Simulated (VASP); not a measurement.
# MgZn5S6 (P31m) in VASP: further runs

Runs on MgZn5S6. Level: PBE. Tasks: single point, relaxation of cell and atoms.

Program: VASP 6.6.1. These are calculated values, not measurements. Logs are shortened: lines on timing, memory, paths and dates and some standing lists are left out, and cuts for length are marked.

## Step 1: The cell of the first run

The structure is trigonal, space group P31m (No. 157). Conventional cell: a = 6.719 Å, b = 6.719 Å, c = 6.341 Å, α = 90.00°, β = 90.00°, γ = 120.00°. Within 3.2 Å of Mg (site symmetry 3m) lie 4 S at 2.45 to 2.47 Å. Within 3.1 Å of Zn (site symmetry m) lie 4 S at 2.36 to 2.37 Å. Zn (site symmetry 3) has 4 S at 2.35 to 2.37 Å within 3.1 Å. Within 3.1 Å of S (site symmetry m) lie 3 Zn at 2.35 to 2.36 Å and 1 Mg at 2.45 Å. Within 3.1 Å of S (site symmetry 3) lie 4 Zn at 2.37 Å. S (site symmetry 3m) has 3 Zn at 2.37 Å and 1 Mg at 2.47 Å within 3.1 Å.

## Step 2: Single point, PBE

The input, INCAR:

```
ALGO     = Normal         # electronic algorithm
EDIFF    = 1E-6           # SCF threshold, eV
ENCUT    = 520            # plane-wave cutoff, eV
GGA      = PE             # functional
ISIF     = 2              # what is computed and relaxed
ISMEAR   = 0              # smearing method
LASPH    = True           # aspherical terms in the spheres
LCHARG   = False          # write CHGCAR
LREAL    = False          # projectors in reciprocal space
LWAVE    = False          # write WAVECAR
NBANDS   = 61             # bands
NELM     = 60             # most SCF steps
PREC     = Accurate       # precision mode
SIGMA    = 0.02           # smearing width, eV
```

The input, KPOINTS:

```
k-points
0
Gamma
  6 6 4
```

The input, POSCAR:

```
MgZn5S6
1.0
    6.7194440634      0.0000000000      0.0000000000
   -3.3597220317      5.8192092582      0.0000000000
    0.0000000000      0.0000000000      6.3414472082
Mg Zn S
1 5 6
Direct
    0.0000000000      0.0000000000      0.5038942889
    0.3367989656      0.3367989656      0.0052209048
    0.0000000000      0.6632010344      0.0052209048
    0.6632010344      0.0000000000      0.0052209048
    0.6666666667      0.3333333333      0.5047799873
    0.3333333333      0.6666666667      0.5047799873
    0.3443090248      0.3443090248      0.3772841487
    0.0000000000      0.6556909752      0.3772841487
    0.6556909752      0.0000000000      0.3772841487
    0.6666666667      0.3333333333      0.8781624658
    0.3333333333      0.6666666667      0.8781624658
    0.0000000000      0.0000000000      0.8927055847
```

Potentials or basis: VASP PAW PBE potentials, release 64 (Mg, Zn, S).

Command:

```
$ cat potpaw_PBE.64/Mg/POTCAR potpaw_PBE.64/Zn/POTCAR potpaw_PBE.64/S/POTCAR > POTCAR
$ mpirun -np 1 vasp_std > vasp.out
```

OUTCAR:

```text
EDIFF = 1E-6
   ENCUT = 520
   GGA = PE
   ISIF = 2
   ISMEAR = 0
   LASPH = True
   LREAL = False
   NELM = 60
   PREC = Accurate

 ion  position               nearest neighbor table
   1  0.000  0.000  0.504-   7 2.45   8 2.45   9 2.45  12 2.47
   2  0.337  0.337  0.005-   7 2.36  11 2.37  10 2.37  12 2.37
   3  0.000  0.663  0.005-   8 2.36  11 2.37  10 2.37  12 2.37
   4  0.663  0.000  0.005-   9 2.36  10 2.37  11 2.37  12 2.37
   5  0.667  0.333  0.505-   9 2.35   8 2.35   7 2.35  10 2.37
   6  0.333  0.667  0.505-   8 2.35   9 2.35   7 2.35  11 2.37
   7  0.344  0.344  0.377-   6 2.35   5 2.35   2 2.36   1 2.45
   8  0.000  0.656  0.377-   6 2.35   5 2.35   3 2.36   1 2.45
   9  0.656  0.000  0.377-   5 2.35   6 2.35   4 2.36   1 2.45
  10  0.667  0.333  0.878-   5 2.37   4 2.37   3 2.37   2 2.37
  11  0.333  0.667  0.878-   6 2.37   3 2.37   4 2.37   2 2.37
  12  0.000  0.000  0.893-   2 2.37   3 2.37   4 2.37   1 2.47

  LATTYP: Found a hexagonal cell.
 ALAT       =     6.7194440634
 C/A-ratio  =     0.9437458141

  Lattice vectors:

 A1 = (   6.7194440634,   0.0000000000,   0.0000000000)
 A2 = (  -3.3597220317,   5.8192092582,   0.0000000000)
 A3 = (   0.0000000000,   0.0000000000,   6.3414472082)

Analysis of symmetry for initial positions (statically):
=====================================================================
 Subroutine PRICEL returns:
 Original cell was already a primitive cell.

 Routine SETGRP: Setting up the symmetry group for a
 hexagonal supercell.

 Subroutine GETGRP returns: Found  6 space group operations
 (whereof  6 operations were pure point group operations)
 out of a pool of 24 trial point group operations.

The static configuration has the point symmetry C_3v.

Analysis of symmetry for dynamics (positions and initial velocities):
=====================================================================
 Subroutine PRICEL returns:
 Original cell was already a primitive cell.

 Routine SETGRP: Setting up the symmetry group for a
 hexagonal supercell.

 Subroutine GETGRP returns: Found  6 space group operations
 (whereof  6 operations were pure point group operations)
 out of a pool of 24 trial point group operations.

The dynamic configuration has the point symmetry C_3v.

 Subroutine INISYM returns: Found  6 space group operations
 (whereof  6 operations are pure point group operations),
 and found     1 'primitive' translations

----------------------------------------------------------------------------------------

                                     Primitive cell

  volume of cell :     247.9623

  direct lattice vectors                    reciprocal lattice vectors
     6.719444063  0.000000000  0.000000000     0.148821836  0.085922327  0.000000000
    -3.359722032  5.819209258  0.000000000     0.000000000  0.171844654  0.000000000
     0.000000000  0.000000000  6.341447208     0.000000000  0.000000000  0.157692711

  length of vectors
     6.719444063  6.719444063  6.341447208     0.171844654  0.171844654  0.157692711

  position of ions in fractional coordinates (direct lattice)
     0.000000000  0.000000000  0.503894289
     0.336798966  0.336798966  0.005220905
     0.000000000  0.663201034  0.005220905
     0.663201034  0.000000000  0.005220905
     0.666666667  0.333333333  0.504779987
     0.333333333  0.666666667  0.504779987
     0.344309025  0.344309025  0.377284149
     0.000000000  0.655690975  0.377284149
     0.655690975  0.000000000  0.377284149
     0.666666667  0.333333333  0.878162466
     0.333333333  0.666666667  0.878162466
     0.000000000  0.000000000  0.892705585

  ion indices of the primitive-cell ions
   primitive index   ion index
                 1           1
                 2           2
                 3           3
                 4           4
                 5           5
                 6           6
                 7           7
                 8           8
                 9           9
                10          10
                11          11
                12          12

----------------------------------------------------------------------------------------

 KPOINTS: k-points

Automatic generation of k-mesh.
 Grid dimensions read from file:
 generate k-points for:    6    6    4

 Generating k-lattice:

  Cartesian coordinates                     Fractional coordinates (reciprocal lattice)
     0.024803639  0.014320388  0.000000000     0.166666667  0.000000000  0.000000000
     0.000000000  0.028640776  0.000000000     0.000000000  0.166666667  0.000000000
     0.000000000  0.000000000  0.039423178     0.000000000  0.000000000  0.250000000

  Length of vectors
     0.028640776  0.028640776  0.039423178

  Shift w.r.t. Gamma in fractional coordinates (k-lattice)
     0.000000000  0.000000000  0.000000000

 Subroutine IBZKPT returns following result:
 ===========================================

 Found     24 irreducible k-points:

 Following reciprocal coordinates:
            Coordinates               Weight
  0.000000  0.000000  0.000000      1.000000
  0.166667  0.000000  0.000000      6.000000
  0.333333  0.000000  0.000000      6.000000
  0.500000 -0.000000  0.000000      3.000000
  0.166667  0.166667  0.000000      6.000000
  0.333333  0.166667  0.000000     12.000000
[... 16 lines left out ...]
  0.333333  0.166667  0.500000     12.000000
  0.333333  0.333333  0.500000      2.000000
   k-points           NKPTS =     24   k-points in BZ     NKDIM =     24   number of bands    NBANDS=     61
   number of dos      NEDOS =    301   number of ions     NIONS =     12
   total plane-waves  NPLWV = 120000
   dimension x,y,z NGX =    50 NGY =   50 NGZ =   48
   dimension x,y,z NGXF=   100 NGYF=  100 NGZF=   96
   ions per type =               1   5   6
   NGX,Y,Z   is equivalent  to a cutoff of  12.37, 12.37, 12.58 a.u.
   NGXF,Y,Z  is equivalent  to a cutoff of  24.74, 24.74, 25.17 a.u.
 SYSTEM =  unknown system
   PREC   = accura    normal or accurate (medium, high low for compatibility)
   ISTART =      0    job   : 0-new  1-cont  2-samecut
   ICHARG =      2    charge: 1-file 2-atom 10-const
   ISPIN  =      1    spin polarized calculation?
   LNONCOLLINEAR =      F non collinear calculations
   LSORBIT =      F    spin-orbit coupling
   LASPH  =      T    aspherical Exc in radial PAW
   ENCUT  =  520.0 eV  38.22 Ry    6.18 a.u.  12.49 12.49 11.79*2*pi/ulx,y,z
   NELM   =     60;   NELMIN=  2; NELMDL= -5     # of ELM steps
   EDIFF  = 0.1E-05   stopping-criterion for ELM
   LREAL  =      F    real-space projection
   EDIFFG = 0.1E-04   stopping-criterion for IOM
   NSW    =      0    number of steps for IOM
   IBRION =     -1    ionic relax: 0-MD 1-quasi-New 2-CG
   NFREE  =      0    steps in history (QN), initial steepest desc. (CG)
   ISIF   =      2    stress and relaxation
   ISYM   =      2    0-nonsym 1-usesym 2-fastsym
   POTIM  = 0.5000    time-step for ionic-motion
   TEBEG  =    0.0;   TEEND  =   0.0 temperature during run
   PSTRESS=    0.0 pullay stress
   NELECT =      98.0000    total number of electrons
   NUPDOWN=      -1.0000    fix difference up-down
   EMIN   =  10.00;   EMAX   =-10.00  energy-range for DOS
   EFERMI =   0.00;   METHOD = LEGACY
   ISMEAR =     0;   SIGMA  =   0.02  broadening in eV -4-tet -1-fermi 0-gaus
   EFERMI_NEDOS =   21; number of points for ismear=-14 and -15
   IALGO  =     38    algorithm
   IMIX   =      4    mixing-type and parameters
     AMIX     =   0.40;   BMIX     =  1.00
     AMIX_MAG =   1.60;   BMIX_MAG =  1.00
  volume/ion in A,a.u.               =      20.66       139.44
  Fermi-wavevector in a.u.,A,eV,Ry     =   1.201402  2.270320 19.638192  1.443366
  Thomas-Fermi vector in A             =   2.337212
   LORBIT       =      0    0 simple, 1 ext, 2 COOP (PROOUT), +10 PAW based schemes
   GGA     = PE    functional components
   LHFCALC =     F    Hartree Fock is set to
   AEXX    =    0.0000 exact exchange contribution
   IVDW    =     0    specifies the selected vdW correction
   LEPSILON=     F    determine dielectric tensor
   LRPA    =     F    only Hartree local field effects (RPA)
 non-spin polarized calculation
 Gauss-broadening in eV      SIGMA  =   0.02
  energy-cutoff  :      520.00
  volume of cell :      247.96
 maximum number of plane-waves:      6710
 NGX is ok and might be reduce to    50
   NGX = 25   NGY = 25   NGZ = 23

 number of electron      97.9999955 magnetization

 Free energy of the ion-electron system (eV)
  ---------------------------------------------------
  ext. energy  EPLUGINS =         0.00000000
  ---------------------------------------------------
  free energy    TOTEN  =       -42.67003667 eV

  energy without entropy =      -42.67003667  energy(sigma->0) =      -42.67003667

 E-fermi :   1.8847     XC(G=0):  -9.2945

 val. band max:        1.7596531242   @ k =   0.0000   0.0000   0.0000
 cond. band min:       4.0078122057   @ k =   0.0000   0.0000   0.0000
 fundamental gap:      2.2481590815
 Fermi energy:         1.8847114304

 k-point     1 :       0.0000    0.0000    0.0000
  band No.  band energies     occupation
      1     -10.9616      2.00000
      2     -10.0985      2.00000
      3      -9.9894      2.00000
      4      -9.8629      2.00000
      5      -9.8570      2.00000
      6      -9.8570      2.00000
[... 53 lines left out ...]
     60       8.6258      0.00000
     61       9.3501      0.00000

 k-point     2 :       0.1667    0.0000    0.0000
  band No.  band energies     occupation
      1     -10.9052      2.00000
      2     -10.0722      2.00000
      3     -10.0680      2.00000
      4      -9.9681      2.00000
      5      -9.8356      2.00000
      6      -9.7968      2.00000
[... 1397 lines left out ...]
     60       7.6460      0.00000
     61       8.1638      0.00000

 k-point    24 :       0.3333    0.3333    0.5000
  band No.  band energies     occupation
      1     -10.2201      2.00000
      2     -10.2201      2.00000
      3     -10.1218      2.00000
      4     -10.1218      2.00000
      5     -10.0910      2.00000
      6      -9.9790      2.00000
[... 53 lines left out ...]
     60       7.4957      0.00000
     61       8.1181      0.00000

------------------------ aborting loop because EDIFF is reached ----------------------------------------

  FORCE on cell =-STRESS in cart. coord.  units (eV):
  Direction    XX          YY          ZZ          XY          YZ          ZX
  --------------------------------------------------------------------------------------
  -------------------------------------------------------------------------------------
  Total        0.1304395      0.1304395      0.1370925      0.0000000      0.0000000      0.0000000
  in kB        0.8428184      0.8428184      0.8858059      0.0000000      0.0000000      0.0000000
  external PRESSURE =       0.8571475 kB  Pullay stress =       0.0000000 kB

 VOLUME and BASIS-vectors are now :
 -----------------------------------------------------------------------------
  energy-cutoff  :      520.00
  volume of cell :      247.96
      direct lattice vectors                 reciprocal lattice vectors
     6.719444063  0.000000000  0.000000000     0.148821836  0.085922327  0.000000000
    -3.359722032  5.819209258  0.000000000     0.000000000  0.171844654  0.000000000
     0.000000000  0.000000000  6.341447208     0.000000000  0.000000000  0.157692711

 POSITION                                       TOTAL-FORCE (eV/Angst)
 -----------------------------------------------------------------------------------
      0.00000      0.00000      3.19542         0.000000      0.000000     -0.002689
      1.13155      1.95990      0.03311         0.000172      0.000297     -0.001082
     -2.22817      3.85931      0.03311         0.000172     -0.000297     -0.001082
      4.45634      0.00000      0.03311        -0.000343      0.000000     -0.001082
      3.35972      1.93974      3.20104        -0.000000      0.000000      0.003299
     -0.00000      3.87947      3.20104         0.000000     -0.000000      0.003299
      1.15678      2.00361      2.39253        -0.010129     -0.017543      0.008743
     -2.20294      3.81560      2.39253        -0.010129      0.017543      0.008743
      4.40588      0.00000      2.39253         0.020257     -0.000000      0.008743
      3.35972      1.93974      5.56882         0.000000     -0.000000     -0.003675
     -0.00000      3.87947      5.56882        -0.000000      0.000000     -0.003675
      0.00000      0.00000      5.66105         0.000000     -0.000000     -0.019543
 -----------------------------------------------------------------------------------
    total drift:                                0.000002      0.000004     -0.001550

  FREE ENERGIE OF THE ION-ELECTRON SYSTEM (eV)
  ---------------------------------------------------
  free  energy   TOTEN  =       -42.6700366726 eV

  energy  without entropy=      -42.6700366726  energy(sigma->0) =      -42.67003667
```

Run time: 9.8 min. Hardware: 1 thread of Oxide Virtual Turin-like, shared host; peak memory 0.46 GiB.

Results:

```yaml
Free_energy: -42.6700 eV
Pressure: 0.1 GPa
Largest_force: 0.022 eV/Å
Band_gap_on_the_k_mesh: 2.25 eV
```

Forces on the atoms (eV/Å):
```
Mg   0.000  0.000 -0.003
Zn   0.000  0.000 -0.001
Zn   0.000  0.000 -0.001
Zn   0.000  0.000 -0.001
Zn   0.000  0.000  0.003
Zn   0.000  0.000  0.003
S   -0.010 -0.018  0.009
S   -0.010  0.018  0.009
S    0.020  0.000  0.009
S    0.000  0.000 -0.004
S    0.000  0.000 -0.004
S    0.000  0.000 -0.020
```

Levels at points of the mesh, in eV from the valence-band top:
```
           k point  band 47  band 48  band 49  band 50  band 51  band 52
(0.00, 0.00, 0.00)    -0.05     0.00     0.00     2.25     3.37     4.43
(0.50, 0.00, 0.00)    -0.73    -0.67    -0.57     3.81     4.30     4.33
(0.00, 0.00, 0.50)    -0.47    -0.35    -0.35     3.45     3.91     4.49
(0.50, 0.00, 0.50)    -1.31    -1.15    -1.12     3.60     3.81     4.65
```

## Step 3: Relaxation of cell and atoms, PBE

This run uses another cell than the first one, of 19.33 Å³/atom.

The input, INCAR:

```
SYSTEM = MgZn5S6
PREC     = Accurate       ! precision mode
ENCUT    = 600            ! plane-wave cutoff, eV
EDIFF    = 1E-6           ! SCF threshold, eV
ISMEAR   = 0              ! smearing method
SIGMA    = 0.1            ! smearing width, eV
LREAL    = .FALSE.        ! projectors in reciprocal space
LASPH    = .TRUE.         ! aspherical terms in the spheres
NELM     = 60             ! most SCF steps
ALGO     = Normal         ! electronic algorithm
ISIF     = 3              ! what is computed and relaxed
LWAVE    = .FALSE.        ! write WAVECAR
LCHARG   = .FALSE.        ! write CHGCAR
GGA      = PE             ! functional
IBRION   = 2              ! ionic algorithm
NSW      = 90             ! ionic steps
EDIFFG   = -0.04          ! ionic threshold
```

The input, KPOINTS:

```
Automatic mesh
0
G
  3 3 4
  0 0 0
```

The input, POSCAR:

```
MgZn5S6
1.0
    6.5699111300      0.0000000000      0.0000000000
   -3.2849555600      5.6897099400      0.0000000000
    0.0000000000      0.0000000000      6.2047870300
Mg Zn S
1 5 6
Direct
    0.0000000000      0.0000000000      0.5000000000
    0.3333333300      0.3333333300      0.0000000000
    0.0000000000      0.6666666700      0.0000000000
    0.6666666700      0.0000000000      0.0000000000
    0.6666666700      0.3333333300      0.5000000000
    0.3333333300      0.6666666700      0.5000000000
    0.3333333300      0.3333333300      0.3849999900
    0.0000000000      0.6666666700      0.3849999900
    0.6666666700      0.0000000000      0.3849999900
    0.6666666700      0.3333333300      0.8849999900
    0.3333333300      0.6666666700      0.8849999900
    0.0000000000      0.0000000000      0.8849999900
```

Potentials or basis: VASP PAW PBE potentials, release 64 (Mg, Zn, S).

Command:

```
$ cat potpaw_PBE.64/Mg/POTCAR potpaw_PBE.64/Zn/POTCAR potpaw_PBE.64/S/POTCAR > POTCAR
$ mpirun -np 1 vasp_std > vasp.out
```

Run time: 27 min. Hardware: 1 thread of Oxide Virtual Turin-like, shared host; peak memory 0.45 GiB.

It converged, with:

```yaml
Free_energy: -42.6614 eV
Relaxed_volume: 20.69 Å³/atom
Relaxed_cell: a = 6.724 Å, b = 6.724 Å, c = 6.340 Å, α = 90.00°, β = 90.00°, γ = 120.00°
Space_group_after_relaxing_to_0.1_Å: P31m (No. 157)
Energy_gained_by_relaxing: 35.7 meV/atom
Ionic_steps: 9
Pressure_after_relaxing: 0.0 GPa
Largest_force_after_relaxing: 0.022 eV/Å
Band_gap_on_the_k_mesh: 2.25 eV
```

Forces on the atoms (eV/Å):
```
Mg   0.000  0.000  0.022
Zn   0.008  0.013  0.010
Zn   0.008 -0.013  0.010
Zn  -0.015  0.000  0.010
Zn   0.000  0.000  0.005
Zn   0.000  0.000  0.005
S   -0.007 -0.012 -0.011
S   -0.007  0.012 -0.011
S    0.014  0.000 -0.011
S    0.000  0.000 -0.005
S    0.000  0.000 -0.005
S    0.000  0.000 -0.021
```

The path:
```csv
step,energy change (eV),largest force (eV/Å),pressure (GPa),volume (Å³)
1,0.0000,0.9807,5.48,231.94
2,-0.3580,0.3200,-1.61,254.83
3,-0.3794,0.3826,-0.45,250.03
4,-0.4088,0.2079,-0.17,248.98
5,-0.4235,0.0934,0.25,247.40
6,-0.4237,0.0908,0.21,247.54
7,-0.4276,0.0553,-0.08,248.54
8,-0.4278,0.0507,-0.13,248.76
9,-0.4288,0.0222,0.00,248.23
```

Final structure:
```cif
data_structure
_symmetry_space_group_name_H-M 'P 1'
_symmetry_Int_Tables_number 1
_cell_length_a 6.7238
_cell_length_b 6.7238
_cell_length_c 6.3402
_cell_angle_alpha 90.000
_cell_angle_beta 90.000
_cell_angle_gamma 120.000
_cell_volume 248.23
loop_
_atom_site_label
_atom_site_type_symbol
_atom_site_fract_x
_atom_site_fract_y
_atom_site_fract_z
_atom_site_occupancy
Mg1 Mg 0.00000 0.00000 0.50270 1
Zn1 Zn 0.33632 0.33632 0.00503 1
Zn2 Zn 0.00000 0.66368 0.00503 1
Zn3 Zn 0.66368 0.00000 0.00503 1
Zn4 Zn 0.66667 0.33333 0.50499 1
Zn5 Zn 0.33333 0.66667 0.50499 1
S1 S 0.34436 0.34436 0.37765 1
S2 S 0.00000 0.65564 0.37765 1
S3 S 0.65564 0.00000 0.37765 1
S4 S 0.66667 0.33333 0.87851 1
S5 S 0.33333 0.66667 0.87851 1
S6 S 0.00000 0.00000 0.89222 1
```

Levels at points of the mesh, in eV from the valence-band top:
| k point | band 45 | band 46 | band 47 | band 48 | band 49 | band 50 | band 51 | band 52 | band 53 | band 54 |
| --- | --- | --- | --- | --- | --- | --- | --- | --- | --- | --- |
| (0.00, 0.00, 0.00) | -0.79 | -0.79 | -0.04 | 0.00 | 0.00 | 2.25 | 3.36 | 4.44 | 4.44 | 5.82 |
| (0.00, 0.00, 0.50) | -1.11 | -0.47 | -0.47 | -0.34 | -0.34 | 3.45 | 3.91 | 4.50 | 4.53 | 4.53 |
